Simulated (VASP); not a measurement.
Wanted: the native input for a VASP 6.6.1 run.

- Task: single point
- Functional: PBE
- Potentials or basis: VASP PAW PBE potentials, release 64 (Ga_d, N)
- Cutoff: 520 eV
- k mesh: 6 × 6 × 4
- Occupations: gaussian, width 0.01 eV
- Spin: no spin polarisation
- Dipole correction: no
- Further INCAR settings: ALGO = Normal; EDIFF = 1e-06; NBANDS = 26

The structure of GaN lies in POSCAR:

```
GaN
1.0
    3.1831488267      0.0000000000      0.0000000000
   -1.5915744133      2.7566877479      0.0000000000
    0.0000000000      0.0000000000      5.1836275463
Ga N
2 2
Direct
    0.6666666667      0.3333333333      0.4991132225
    0.3333333333      0.6666666667      0.9991132225
    0.6666666667      0.3333333333      0.8758867775
    0.3333333333      0.6666666667      0.3758867775
```

The input as run:

INCAR

```
SYSTEM = GaN
  PREC = Accurate
  ENCUT = 520
  EDIFF = 1E-6
  ISMEAR = 0
  SIGMA = 0.01
  LREAL = .False.
  LASPH = .True.
  NELM = 100
  ALGO = Normal
  ISIF = 2
  LWAVE = .False.
  LCHARG = .True.
  GGA = PE
  LELF = .True.
  LVHAR = .True.
  NBANDS = 26
```

KPOINTS

```
Automatic mesh
0
Gamma
  6 6 4
  0 0 0
```

Potentials or basis: VASP PAW PBE potentials, release 64 (Ga_d, N).

Launch:

```console
$ cat potpaw_PBE.64/Ga_d/POTCAR potpaw_PBE.64/N/POTCAR > POTCAR
$ mpirun -np 1 vasp_std > vasp.out
```

Results of the run:

```
Pressure               : 6.3 GPa
Largest force          : 0.004 eV/Å
Band gap on the k mesh : 1.94 eV, direct
```

It took 12 s on 1 thread of Intel(R) Xeon(R) 6975P-C (Granite Rapids), with other jobs on the host, peak memory 0.17 GiB.
